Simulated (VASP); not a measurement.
Wanted: the native input for a VASP 6.6.1 run.

```yaml
Task: single point
Functional: LDA
Potentials_or_basis: VASP PAW LDA potentials, release 64 (Y_sv, Al)
Cutoff: 500 eV
k_mesh: 6 × 6 × 6
Occupations: fermi-dirac, width 0.15 eV
Spin: no spin polarisation
Dipole_correction: no
Further_INCAR_settings: ALGO = Normal; EDIFF = 1e-06; NBANDS = 18
```

The structure of YAl3 lies in POSCAR:

```
YAl3
1.0
    4.2400310000      0.0000000000      0.0000000000
    0.0000000000      4.2400310000      0.0000000000
    0.0000000000      0.0000000000      4.2400310000
Y Al
1 3
Direct
    0.0000000000      0.0000000000      0.0000000000
    0.0000000000      0.5000000000      0.5000000000
    0.5000000000      0.5000000000      0.0000000000
    0.5000000000      0.0000000000      0.5000000000
```

These files were run (other wordings do the same):

INCAR

```
ALGO = Normal ; EDIFF = 1E-6
ENCUT = 500 ; GGA_COMPAT = False
ISIF = 2 ; ISMEAR = -1
LASPH = True ; LCHARG = False
LREAL = False ; LWAVE = False
NBANDS = 18 ; NELM = 120
PREC = Accurate ; SIGMA = 0.15
```

KPOINTS

```
k-points
0
Gamma
  6 6 6
```

Potentials or basis: VASP PAW LDA potentials, release 64 (Y_sv, Al).

Run with:

```console
$ cat potpaw_LDA.64/Y_sv/POTCAR potpaw_LDA.64/Al/POTCAR > POTCAR
$ mpirun -np 1 vasp_std > vasp.out
```

Results of the run:

```
Pressure               : -2.8 GPa
Band gap on the k mesh : zero (band 10 reaches 6.68 eV, above the bottom of band 11 at 4.12 eV)
```

Run time: 9.7 s on 1 thread of Intel(R) Xeon(R) Platinum 8488C (Sapphire Rapids), with other jobs on the host, peak memory 0.17 GiB.
